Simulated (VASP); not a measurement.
# Ge (P6_3/mmc) in VASP: a series of runs, part 2 of 2

VASP 6.6.1.

## (4) Single point, PBE

Contents of INCAR:

```
  PREC = Accurate
  ENCUT = 520
  EDIFF = 1E-7
  ISMEAR = 0
  SIGMA = 0.026000000000000002
  LREAL = False
  LASPH = True
  NELM = 100
  ALGO = Normal
  ISIF = 2
  LWAVE = False
  LCHARG = False
  GGA = PE
  NBANDS = 36
```

Contents of KPOINTS:

```
Automatic mesh
0
Gamma
  8 8 4
```

Contents of POSCAR:

```
Ge
1.0
    3.9975858431      0.0000000000      0.0000000000
   -1.9987929216      3.4620108940      0.0000000000
    0.0000000000      0.0000000000      6.5993779500
Ge
4
Direct
    0.3333333333      0.6666666667      0.9370987500
    0.6666666667      0.3333333333      0.4370987500
    0.3333333333      0.6666666667      0.5629012500
    0.6666666667      0.3333333333      0.0629012500
```

Potentials or basis: VASP PAW PBE potentials, release 64 (Ge_d).

The run is started by

```bash
> cat potpaw_PBE.64/Ge_d/POTCAR > POTCAR
> mpirun -np 1 vasp_std > vasp.out
```

OUTCAR:

```text
PREC = Accurate
   ENCUT = 520
   EDIFF = 1E-7
   ISMEAR = 0
   LREAL = False
   LASPH = True
   NELM = 100
   ISIF = 2
   GGA = PE

 ion  position               nearest neighbor table
   1  0.333  0.667  0.937-   4 2.45   4 2.45   4 2.45   3 2.47
   2  0.667  0.333  0.437-   3 2.45   3 2.45   3 2.45   4 2.47
   3  0.333  0.667  0.563-   2 2.45   2 2.45   2 2.45   1 2.47
   4  0.667  0.333  0.063-   1 2.45   1 2.45   1 2.45   2 2.47

  LATTYP: Found a hexagonal cell.
 ALAT       =     3.9975858431
 C/A-ratio  =     1.6508408347

  Lattice vectors:

 A1 = (   3.9975858431,   0.0000000000,   0.0000000000)
 A2 = (  -1.9987929216,   3.4620108940,   0.0000000000)
 A3 = (   0.0000000000,   0.0000000000,   6.5993779500)

Analysis of symmetry for initial positions (statically):
=====================================================================
 Subroutine PRICEL returns:
 Original cell was already a primitive cell.

 Routine SETGRP: Setting up the symmetry group for a
[... 166 lines left out ...]

 Free energy of the ion-electron system (eV)
  ---------------------------------------------------
  ext. energy  EPLUGINS =         0.00000000
  ---------------------------------------------------
  free energy    TOTEN  =       -17.95953474 eV

  energy without entropy =      -17.95953396  energy(sigma->0) =      -17.95953435

 E-fermi :   5.0174     XC(G=0):  -9.8793

 val. band max:        4.9591076003   @ k =   0.0000   0.0000   0.0000
 cond. band min:       5.0804576044   @ k =   0.0000   0.0000   0.0000
 fundamental gap:      0.1213500041
 Fermi energy:         5.0174211460

 k-point     1 :       0.0000    0.0000    0.0000
  band No.  band energies     occupation
      1     -19.9305      2.00000
      2     -19.9305      2.00000
      3     -19.8925      2.00000
      4     -19.8925      2.00000
      5     -19.8925      2.00000
      6     -19.8796      2.00000
[... 925 lines left out ...]
     35      12.4274      0.00000
     36      12.4274      0.00000

 [... further k-points ...]
[... 5 lines left out ...]
  --------------------------------------------------------------------------------------
  -------------------------------------------------------------------------------------
  Total        1.7061596      1.7061596      1.5816641     -0.0000000     -0.0000000      0.0000000
  in kB       29.9296061     29.9296061     27.7456953     -0.0000000     -0.0000000      0.0000000
  external PRESSURE =      29.2016359 kB  Pullay stress =       0.0000000 kB

 VOLUME and BASIS-vectors are now :
 -----------------------------------------------------------------------------
  energy-cutoff  :      520.00
  volume of cell :       91.33
      direct lattice vectors                 reciprocal lattice vectors
     3.997585843  0.000000000  0.000000000     0.250150976  0.144424733  0.000000000
    -1.998792922  3.462010894  0.000000000     0.000000000  0.288849467  0.000000000
     0.000000000  0.000000000  6.599377950     0.000000000  0.000000000  0.151529433

 POSITION                                       TOTAL-FORCE (eV/Angst)
 -----------------------------------------------------------------------------------
     -0.00000      2.30801      6.18427        -0.000000      0.000000     -0.019009
      1.99879      1.15400      2.88458         0.000000     -0.000000     -0.019009
     -0.00000      2.30801      3.71480        -0.000000      0.000000      0.019009
      1.99879      1.15400      0.41511         0.000000     -0.000000      0.019009
 -----------------------------------------------------------------------------------
    total drift:                               -0.000000      0.000000     -0.000000

  FREE ENERGIE OF THE ION-ELECTRON SYSTEM (eV)
  ---------------------------------------------------
  free  energy   TOTEN  =       -17.9595347388 eV

  energy  without entropy=      -17.9595339561  energy(sigma->0) =      -17.95953435
```

stdout:

```text
POSCAR found type information on POSCAR Ge
 POSCAR found :  1 types and       4 ions
 scaLAPACK will be used
 LDA part: xc-table for (Slater+PW92), standard interpolation
 POSCAR, INCAR and KPOINTS ok, starting setup
 FFT: planning ... GRIDC
 FFT: planning ... GRID_SOFT
 FFT: planning ... GRID
 WAVECAR not read
 entering main loop
```

Run time: 56 s. Hardware: 1 thread of Intel Xeon 6975P-C (Granite Rapids), shared host; peak memory 0.22 GiB.

Results:

```yaml
Free_energy: -17.9595 eV
Pressure: 2.9 GPa
Largest_force: 0.019 eV/Å
Band_gap_on_the_k_mesh: 0.12 eV, direct
```

Forces on the atoms (eV/Å):
```
Ge   0.000  0.000 -0.019
Ge   0.000  0.000 -0.019
Ge   0.000  0.000  0.019
Ge   0.000  0.000  0.019
```

## (5) Single point, PBE

Contents of INCAR:

```
PREC     = Accurate       # precision mode
ENCUT    = 520            # plane-wave cutoff, eV
EDIFF    = 1E-6           # SCF threshold, eV
ISMEAR   = 0              # smearing method
SIGMA    = 0.027000000000000003 # smearing width, eV
LREAL    = F              # projectors in reciprocal space
LASPH    = T              # aspherical terms in the spheres
NELM     = 100            # most SCF steps
ALGO     = Normal         # electronic algorithm
ISIF     = 2              # what is computed and relaxed
LWAVE    = F              # write WAVECAR
LCHARG   = F              # write CHGCAR
GGA      = PE             # functional
NBANDS   = 36             # bands
```

KPOINTS is that of step 4.

POSCAR is that of step 4.

The run is started by

```bash
> cat potpaw_PBE.64/Ge_d/POTCAR > POTCAR
> mpirun -np 1 vasp_std > vasp.out
```

It took 56 s on 1 thread of Intel Xeon 6975P-C (Granite Rapids), shared host; peak memory 0.22 GiB.

The run converged. Its results:

```yaml
Free_energy: -17.9595 eV
Pressure: 2.9 GPa
Largest_force: 0.019 eV/Å
Band_gap_on_the_k_mesh: 0.12 eV, direct
```

Forces on the atoms (eV/Å):
```
Ge   0.000  0.000 -0.019
Ge   0.000  0.000 -0.019
Ge   0.000  0.000  0.019
Ge   0.000  0.000  0.019
```

Stress tensor (GPa, compression positive):
```
2.95 0.00 0.00
0.00 2.95 0.00
0.00 0.00 2.72
```

Levels at points of the mesh, in eV from the valence-band top:
| k point | band 26 | band 27 | band 28 | band 29 | band 30 | band 31 |
| --- | --- | --- | --- | --- | --- | --- |
| (0.00, 0.00, 0.00) | -0.15 | -0.07 | 0.00 | 0.12 | 0.12 | 2.27 |
| (0.50, 0.00, 0.00) | -3.06 | -2.80 | -1.44 | 0.55 | 1.66 | 3.58 |
| (0.00, 0.00, 0.50) | -0.85 | -0.85 | -0.85 | 0.70 | 0.70 | 3.38 |
| (0.50, 0.00, 0.50) | -2.54 | -2.40 | -2.40 | 0.54 | 0.54 | 2.13 |

A k mesh can miss the band edges.

## (6) Summary

```csv
smearing,gap on the mesh (eV),pressure (GPa),largest force (eV/Å)
gaussian 0.024 eV,0.12,2.9,0.02
gaussian 0.025 eV,0.12,2.9,0.02
gaussian 0.026 eV,0.12,2.9,0.02
gaussian 0.027 eV,0.12,2.9,0.02
```

Alike in all rows: task single point; level PBE; potentials or basis VASP PAW PBE potentials, release 64 (Ge_d); no spin polarisation; cell as given; k mesh 8 × 8 × 4; cutoff (eV) 520.

On the cell as given the gap runs from 0.12 eV (PBE) to 0.12 eV (PBE).

Absolute energies hang on the potentials; compare differences alone.
